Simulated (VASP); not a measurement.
A run of VASP 6.6.1 is set up as follows.

The input INCAR:

```
SYSTEM = Sb
  PREC = Accurate
  ENCUT = 520
  EDIFF = 1E-6
  ISMEAR = -1
  SIGMA = 0.1
  LREAL = .FALSE.
  LASPH = .TRUE.
  NELM = 60
  ALGO = Normal
  ISIF = 2
  LWAVE = .FALSE.
  LCHARG = .FALSE.
  GGA = CA
  NBANDS = 8
```

Contents of KPOINTS:

```
regular mesh
0
G
  11 11 11
  0 0 0
```

POSCAR

```
Sb
1.0
    0.0000000000      2.3425303230      2.3425303230
    2.3425303230      0.0000000000      2.3425303230
    2.3425303230      2.3425303230      0.0000000000
Sb
1
Direct
    0.0000000000      0.0000000000      0.0000000000
```

Potentials or basis: VASP PAW LDA potentials, release 64 (Sb).

The run is started by

```bash
$ cat potpaw_LDA.64/Sb/POTCAR > POTCAR
$ mpirun -np 1 vasp_std > vasp.out
```

Question: Predict the pressure.

Answer: 0.1 GPa.
